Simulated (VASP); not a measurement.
# Te2Mo: single point with PBEsol

Te2Mo, a slab with vacuum:

```
Te Mo
1.0
     6.31255    0.00000    0.00429
     0.00000    3.38626    0.00000
    -0.06070    0.00000   36.16761
Te Mo
4 2
Direct
  0.43208 0.75000 0.54079
  0.56792 0.25000 0.45921
  0.92201 0.25000 0.55672
  0.07799 0.75000 0.44328
  0.18251 0.25000 0.49769
  0.81749 0.75000 0.50231
```

| Quantity | Value |
| --- | --- |
| Program | VASP 6.6.1 |
| Task | single point |
| Functional | PBEsol |
| Potentials or basis | VASP PAW PBE potentials, release 64 (Te, Mo_sv) |
| Cutoff | 500 eV |
| k mesh | 4 × 8 × 1 |
| Occupations | fermi-dirac, width 0.05 eV |
| Spin | no spin polarisation |
| Dipole correction | no |
| Further INCAR settings | ALGO = Normal; EDIFF = 1e-06; NBANDS = 35 |

The largest force is 0.029 eV/Å. The band gap on the k mesh is zero (bands 26 and 27 overlap by 0.45 eV).

Forces on the atoms (eV/Å):
```
Te   0.003  0.000  0.023
Te  -0.003  0.000 -0.023
Te  -0.001  0.000  0.029
Te   0.001  0.000 -0.029
Mo   0.008  0.000 -0.006
Mo  -0.008  0.000  0.006
```

Levels at points of the mesh, in eV from the Fermi level:
| k point | band 23 | band 24 | band 25 | band 26 | band 27 | band 28 | band 29 | band 30 |
| --- | --- | --- | --- | --- | --- | --- | --- | --- |
| (0.00, 0.00, 0.00) | -1.10 | -0.47 | -0.38 | 0.40 | 0.54 | 1.24 | 1.69 | 2.09 |
| (0.50, 0.00, 0.00) | -1.46 | -0.94 | -0.70 | -0.51 | -0.05 | 1.36 | 1.41 | 1.88 |
| (0.00, 0.50, 0.00) | -1.71 | -1.71 | -1.47 | -1.47 | 1.19 | 1.19 | 1.57 | 1.57 |
| (0.50, 0.50, 0.00) | -1.77 | -1.77 | -0.90 | -0.90 | 1.19 | 1.19 | 1.85 | 1.85 |

Wall time 27 min on 1 thread of Oxide Virtual Turin-like Processor, on a shared host, peak memory 0.86 GiB.

Caveat: there is no dipole correction, which matters where the two faces differ; the PAW data sets were made with another functional, which shifts forces and pressure a little; spin-orbit coupling is left out, which moves the levels of the heavy elements.
